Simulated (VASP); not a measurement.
# Sb (R-3m) in VASP: notebook

The runs below take Sb through single point, with r2SCAN, LDA.

Program: VASP 6.6.1. These are calculated values, not measurements. Logs are shortened: lines on timing, memory, paths and dates and some standing lists are left out, and cuts for length are marked.

### Step 1. The cell of the first run

The structure is trigonal, space group R-3m (No. 166). Conventional cell: a = 4.250 Å, b = 4.250 Å, c = 11.122 Å, α = 90.00°, β = 90.00°, γ = 120.00°. Within 3.8 Å of Sb (site symmetry 3m) lie 6 Sb at 2.87 to 3.31 Å.

### Step 2. Single point, r2SCAN

Input file POSCAR:

```
Sb
1.0
    2.1250856202      1.2269187549      3.7072099901
   -2.1250856202      1.2269187549      3.7072099901
    0.0000000000     -2.4538375098      3.7072099901
Sb
2
Direct
    0.7665100000      0.7665100000      0.7665100000
    0.2334900000      0.2334900000      0.2334900000
```

Input file INCAR.step1:

```
PREC = Accurate
ENCUT = 550
ISMEAR = -1
SIGMA = 0.05
LREAL = False
LASPH = True
NELM = 120
NBANDS = 22
GGA = PE
ALGO = Normal
EDIFF = 1E-5
LWAVE = True
LCHARG = False
GGA_COMPAT = False
```

Input file INCAR.step2:

```
PREC = Accurate
ENCUT = 550
EDIFF = 1E-6
ISMEAR = -1
SIGMA = 0.05
LREAL = False
LASPH = True
NELM = 120
ALGO = Normal
ISIF = 2
LWAVE = False
LCHARG = False
METAGGA = R2SCAN
LMIXTAU = True
NBANDS = 22
ISTART = 1
GGA_COMPAT = False
```

Input file KPOINTS:

```
regular mesh
0
Gamma
  8 8 8
```

Potentials or basis: VASP PAW PBE potentials, release 64 (Sb_d_GW).

Started as:

```bash
> cat potpaw_PBE.64/Sb_d_GW/POTCAR > POTCAR
> cp INCAR.step1 INCAR
> mpirun -np 1 vasp_std > vasp.out
> cp INCAR.step2 INCAR
> mpirun -np 1 vasp_std > vasp.out
```

OUTCAR:

```text
PREC = Accurate
   ENCUT = 550
   EDIFF = 1E-6
   ISMEAR = -1
   LREAL = False
   LASPH = True
   NELM = 120
   ISIF = 2
   METAGGA = R2SCAN
   ISTART = 1

 ion  position               nearest neighbor table
   1  0.767  0.767  0.767-   2 2.87   2 2.87   2 2.87   2 3.31   2 3.31   2 3.31
   2  0.233  0.233  0.233-   1 2.87   1 2.87   1 2.87   1 3.31   1 3.31   1 3.31

  LATTYP: Found a trigonal (rhomboedric) cell.
 ALAT       =     4.4457535284
 COS(alpha) =     0.5430253624

  Lattice vectors:

 A1 = (   2.1250856202,   1.2269187549,   3.7072099901)
 A2 = (  -2.1250856202,   1.2269187549,   3.7072099901)
 A3 = (   0.0000000000,  -2.4538375098,   3.7072099901)

Analysis of symmetry for initial positions (statically):
=====================================================================
 Subroutine PRICEL returns:
 Original cell was already a primitive cell.

 Routine SETGRP: Setting up the symmetry group for a
 trigonal (rhombohedral) supercell.

 Subroutine GETGRP returns: Found 12 space group operations
 (whereof 12 operations were pure point group operations)
 out of a pool of 12 trial point group operations.

The static configuration has the point symmetry D_3d.

Analysis of symmetry for dynamics (positions and initial velocities):
=====================================================================
 Subroutine PRICEL returns:
 Original cell was already a primitive cell.

 Routine SETGRP: Setting up the symmetry group for a
 trigonal (rhombohedral) supercell.

 Subroutine GETGRP returns: Found 12 space group operations
 (whereof 12 operations were pure point group operations)
 out of a pool of 12 trial point group operations.

The dynamic configuration has the point symmetry D_3d.

 Subroutine INISYM returns: Found 12 space group operations
 (whereof 12 operations are pure point group operations),
 and found     1 'primitive' translations

----------------------------------------------------------------------------------------

                                     Primitive cell

  volume of cell :      57.9950

  direct lattice vectors                    reciprocal lattice vectors
     2.125085620  1.226918755  3.707209990     0.235284638  0.135841649  0.089914878
    -2.125085620  1.226918755  3.707209990    -0.235284638  0.135841649  0.089914878
     0.000000000 -2.453837510  3.707209990     0.000000000 -0.271683298  0.089914878

  length of vectors
     4.445753528  4.445753528  4.445753528     0.286175644  0.286175644  0.286175644

  position of ions in fractional coordinates (direct lattice)
     0.766510000  0.766510000  0.766510000
     0.233490000  0.233490000  0.233490000

  ion indices of the primitive-cell ions
   primitive index   ion index
                 1           1
                 2           2

----------------------------------------------------------------------------------------

 KPOINTS: regular mesh

Automatic generation of k-mesh.
 Grid dimensions read from file:
 generate k-points for:    8    8    8

 Generating k-lattice:

  Cartesian coordinates                     Fractional coordinates (reciprocal lattice)
     0.029410580  0.016980206  0.011239360     0.125000000  0.000000000  0.000000000
    -0.029410580  0.016980206  0.011239360     0.000000000  0.125000000  0.000000000
     0.000000000 -0.033960412  0.011239360     0.000000000  0.000000000  0.125000000

  Length of vectors
     0.035771956  0.035771956  0.035771956

  Shift w.r.t. Gamma in fractional coordinates (k-lattice)
     0.000000000  0.000000000  0.000000000

 Subroutine IBZKPT returns following result:
 ===========================================

 Found     65 irreducible k-points:

 Following reciprocal coordinates:
            Coordinates               Weight
  0.000000  0.000000  0.000000      1.000000
  0.125000  0.000000  0.000000      6.000000
  0.250000  0.000000  0.000000      6.000000
  0.375000  0.000000  0.000000      6.000000
  0.500000  0.000000  0.000000      3.000000
  0.125000  0.125000  0.000000      6.000000
[... 16 lines left out ...]
  0.250000  0.125000  0.125000      6.000000
  0.375000  0.125000  0.125000      6.000000
 [... further k-points ...]
   k-points           NKPTS =     65   k-points in BZ     NKDIM =     65   number of bands    NBANDS=     22
   number of dos      NEDOS =    301   number of ions     NIONS =      2
   total plane-waves  NPLWV =  46656
   dimension x,y,z NGX =    36 NGY =   36 NGZ =   36
   dimension x,y,z NGXF=    72 NGYF=   72 NGZF=   72
   ions per type =               2
   NGX,Y,Z   is equivalent  to a cutoff of  13.46, 13.46, 13.46 a.u.
   NGXF,Y,Z  is equivalent  to a cutoff of  26.92, 26.92, 26.92 a.u.
 SYSTEM =  unknown system
   PREC   = accura    normal or accurate (medium, high low for compatibility)
   ISTART =      1    job   : 0-new  1-cont  2-samecut
   ICHARG =      0    charge: 1-file 2-atom 10-const
   ISPIN  =      1    spin polarized calculation?
   LNONCOLLINEAR =      F non collinear calculations
   LSORBIT =      F    spin-orbit coupling
   LASPH  =      T    aspherical Exc in radial PAW
   ENCUT  =  550.0 eV  40.42 Ry    6.36 a.u.   8.50  8.50  8.50*2*pi/ulx,y,z
   NELM   =    120;   NELMIN=  2; NELMDL=  0     # of ELM steps
   EDIFF  = 0.1E-05   stopping-criterion for ELM
   LREAL  =      F    real-space projection
[... 7 lines left out ...]
   TEBEG  =    0.0;   TEEND  =   0.0 temperature during run
   PSTRESS=    0.0 pullay stress
   NELECT =      30.0000    total number of electrons
   NUPDOWN=      -1.0000    fix difference up-down
   EMIN   =  10.00;   EMAX   =-10.00  energy-range for DOS
   EFERMI =   0.00;   METHOD = LEGACY
   ISMEAR =    -1;   SIGMA  =   0.05  broadening in eV -4-tet -1-fermi 0-gaus
   EFERMI_NEDOS =   21; number of points for ismear=-14 and -15
   IALGO  =     38    algorithm
   IMIX   =      4    mixing-type and parameters
     AMIX     =   0.40;   BMIX     =  1.00
     AMIX_MAG =   1.60;   BMIX_MAG =  1.00
  volume/ion in A,a.u.               =      29.00       195.68
  Fermi-wavevector in a.u.,A,eV,Ry     =   1.314170  2.483422 23.497859  1.727044
  Thomas-Fermi vector in A             =   2.444442
   LORBIT       =      0    0 simple, 1 ext, 2 COOP (PROOUT), +10 PAW based schemes
   METAGGA = R2SCAN    functional components
   LHFCALC =     F    Hartree Fock is set to
   AEXX    =    0.0000 exact exchange contribution
   IVDW    =     0    specifies the selected vdW correction
   LEPSILON=     F    determine dielectric tensor
   LRPA    =     F    only Hartree local field effects (RPA)
 non-spin polarized calculation
  energy-cutoff  :      550.00
  volume of cell :       58.00
 maximum number of plane-waves:      1721
 NGX is ok and might be reduce to    36
   NGX = 17   NGY = 17   NGZ = 17

 number of electron      30.0000000 magnetization

 Free energy of the ion-electron system (eV)
  ---------------------------------------------------
  ext. energy  EPLUGINS =         0.00000000
  ---------------------------------------------------
  free energy    TOTEN  =       -51.40337230 eV

  energy without entropy =      -51.40057465  energy(sigma->0) =      -51.40197348

 E-fermi :   5.9601     XC(G=0): -10.8735

 val. band max:        5.9397658502   @ k =   0.3750   0.1250   0.1250
 cond. band min:       5.9857075474   @ k =   0.3750   0.2500   0.2500
 fundamental gap:      0.0459416972
 Fermi energy:         5.9600647108

 k-point     1 :       0.0000    0.0000    0.0000
  band No.  band energies     occupation
      1     -24.6334      2.00000
      2     -24.6334      2.00000
      3     -24.5212      2.00000
      4     -24.5212      2.00000
      5     -24.4906      2.00000
      6     -24.3773      2.00000
[... 14 lines left out ...]
     21      11.4372      0.00000
     22      12.7974      0.00000

 k-point     2 :       0.1250    0.0000    0.0000
  band No.  band energies     occupation
      1     -24.6256      2.00000
      2     -24.6224      2.00000
      3     -24.5173      2.00000
      4     -24.5146      2.00000
      5     -24.4857      2.00000
      6     -24.3825      2.00000
[... 14 lines left out ...]
     21      11.3174      0.00000
     22      14.0358      0.00000

 k-point     3 :       0.2500    0.0000    0.0000
  band No.  band energies     occupation
      1     -24.6046      2.00000
      2     -24.5913      2.00000
      3     -24.5078      2.00000
      4     -24.4965      2.00000
      5     -24.4714      2.00000
      6     -24.3978      2.00000
[... 14 lines left out ...]
     21      12.2426      0.00000
     22      16.4846      0.00000

 k-point     4 :       0.3750    0.0000    0.0000
  band No.  band energies     occupation
      1     -24.5795      2.00000
      2     -24.5462      2.00000
      3     -24.4976      2.00000
      4     -24.4711      2.00000
      5     -24.4519      2.00000
      6     -24.4271      2.00000
[... 14 lines left out ...]
     21      13.8955      0.00000
     22      16.7062      0.00000

 k-point     5 :       0.5000    0.0000    0.0000
  band No.  band energies     occupation
      1     -24.5672      2.00000
      2     -24.5114      2.00000
      3     -24.4918      2.00000
      4     -24.4662      2.00000
      5     -24.4493      2.00000
      6     -24.4381      2.00000
[... 417 lines left out ...]
 k-point    22 :       0.1250    0.1250    0.1250
  band No.  band energies     occupation
      1     -24.6259      2.00000
      2     -24.6259      2.00000
      3     -24.5181      2.00000
      4     -24.5181      2.00000
      5     -24.4875      2.00000
      6     -24.3797      2.00000
[... 14 lines left out ...]
     21      11.4336      0.00000
     22      13.6744      0.00000

 k-point    23 :       0.2500    0.1250    0.1250
  band No.  band energies     occupation
      1     -24.6193      2.00000
      2     -24.6063      2.00000
      3     -24.5117      2.00000
      4     -24.5108      2.00000
      5     -24.4814      2.00000
      6     -24.3858      2.00000
[... 14 lines left out ...]
     21      12.3145      0.00000
     22      13.9504      0.00000

 k-point    24 :       0.3750    0.1250    0.1250
  band No.  band energies     occupation
      1     -24.5929      2.00000
      2     -24.5820      2.00000
      3     -24.4994      2.00000
      4     -24.4944      2.00000
      5     -24.4695      2.00000
      6     -24.3977      2.00000
[... 14 lines left out ...]
     21      13.5635      0.00000
     22      15.6093      0.00000

 [... further k-points ...]

------------------------ aborting loop because EDIFF is reached ----------------------------------------

  FORCE on cell =-STRESS in cart. coord.  units (eV):
  Direction    XX          YY          ZZ          XY          YZ          ZX
  --------------------------------------------------------------------------------------
  -------------------------------------------------------------------------------------
  Total        1.6928669      1.6928669      1.4065859      0.0000000     -0.0000000      0.0000000
  in kB       46.7673451     46.7673451     38.8585124      0.0000000     -0.0000000      0.0000000
  external PRESSURE =      44.1310676 kB  Pullay stress =       0.0000000 kB

 VOLUME and BASIS-vectors are now :
 -----------------------------------------------------------------------------
  energy-cutoff  :      550.00
  volume of cell :       58.00
      direct lattice vectors                 reciprocal lattice vectors
     2.125085620  1.226918755  3.707209990     0.235284638  0.135841649  0.089914878
    -2.125085620  1.226918755  3.707209990    -0.235284638  0.135841649  0.089914878
     0.000000000 -2.453837510  3.707209990     0.000000000 -0.271683298  0.089914878

 POSITION                                       TOTAL-FORCE (eV/Angst)
 -----------------------------------------------------------------------------------
      0.00000      0.00000      8.52484         0.000000      0.000000     -0.239222
      0.00000      0.00000      2.59679         0.000000     -0.000000      0.239222
 -----------------------------------------------------------------------------------
    total drift:                                0.000000     -0.000000      0.000000

  FREE ENERGIE OF THE ION-ELECTRON SYSTEM (eV)
  ---------------------------------------------------
  free  energy   TOTEN  =       -51.4033722961 eV

  energy  without entropy=      -51.4005746543  energy(sigma->0) =      -51.40197348
```

It took 3.4 min on 1 thread of Intel Xeon Platinum 8488C (Sapphire Rapids), shared host; peak memory 0.27 GiB.

What came out:

```yaml
Free_energy: -51.4034 eV
Pressure: 4.4 GPa
Largest_force: 0.239 eV/Å
Band_gap_on_the_k_mesh: zero (bands 15 and 16 overlap by 0.23 eV)
```

Forces on the atoms (eV/Å):
```
Sb   0.000  0.000 -0.239
Sb   0.000  0.000  0.239
```

Caveat: the cell stands under pressure; the PAW data sets were made with another functional, which shifts forces and pressure a little; spin-orbit coupling is left out, which moves the levels of the heavy elements.

### Step 3. Single point, LDA

This run uses another cell than the first one, of 29.24 Å³/atom.

Input file INCAR:

```
PREC = Accurate
ENCUT = 500
EDIFF = 1E-6
ISMEAR = -1
SIGMA = 0.05
LREAL = F
LASPH = T
NELM = 120
ALGO = Normal
ISIF = 2
LWAVE = F
LCHARG = F
GGA = CA
NBANDS = 22
GGA_COMPAT = F
```

Input file KPOINTS:

```
Automatic mesh
0
Gamma
  8 8 8
```

Input file POSCAR:

```
Sb
1.0
    2.1487186906      1.2405633145      3.6559808170
   -2.1487186906      1.2405633145      3.6559808170
    0.0000000000     -2.4811266289      3.6559808170
Sb
2
Direct
    0.7646387302      0.7646387302      0.7646387302
    0.2353612698      0.2353612698      0.2353612698
```

Potentials or basis: VASP PAW LDA potentials, release 64 (Sb_d_GW).

Started as:

```bash
> cat potpaw_LDA.64/Sb_d_GW/POTCAR > POTCAR
> mpirun -np 1 vasp_std > vasp.out
```

Run time: 41 s. Hardware: 1 thread of Intel Xeon Platinum 8488C (Sapphire Rapids), shared host; peak memory 0.2 GiB.

Results (log left out):

```yaml
Free_energy: -9.6515 eV
Pressure: 0.0 GPa
Largest_force: 0.019 eV/Å
Band_gap_on_the_k_mesh: zero (bands 15 and 16 overlap by 0.24 eV)
```

Forces on the atoms (eV/Å):
```
Sb   0.000  0.000 -0.019
Sb   0.000  0.000  0.019
```

Levels at points of the mesh, in eV from the Fermi level:
| k point | band 12 | band 13 | band 14 | band 15 | band 16 | band 17 | band 18 | band 19 |
| --- | --- | --- | --- | --- | --- | --- | --- | --- |
| (0.00, 0.00, 0.00) | -4.74 | -2.01 | -1.90 | -1.90 | 2.28 | 2.79 | 2.79 | 5.03 |
| (0.50, 0.00, 0.00) | -9.86 | -1.85 | -1.66 | -0.35 | -0.21 | 0.21 | 0.28 | 7.89 |
| (0.50, 0.50, 0.00) | -8.00 | -5.69 | -3.86 | -3.84 | 1.54 | 5.08 | 5.51 | 7.17 |
| (0.50, 0.50, 0.50) | -9.26 | -1.34 | -1.34 | -0.53 | -0.09 | -0.09 | 0.93 | 7.30 |

Caveat: spin-orbit coupling is left out, which moves the levels of the heavy elements.

The gap in the log of VASP goes by the Fermi energy; the results here count the filled bands.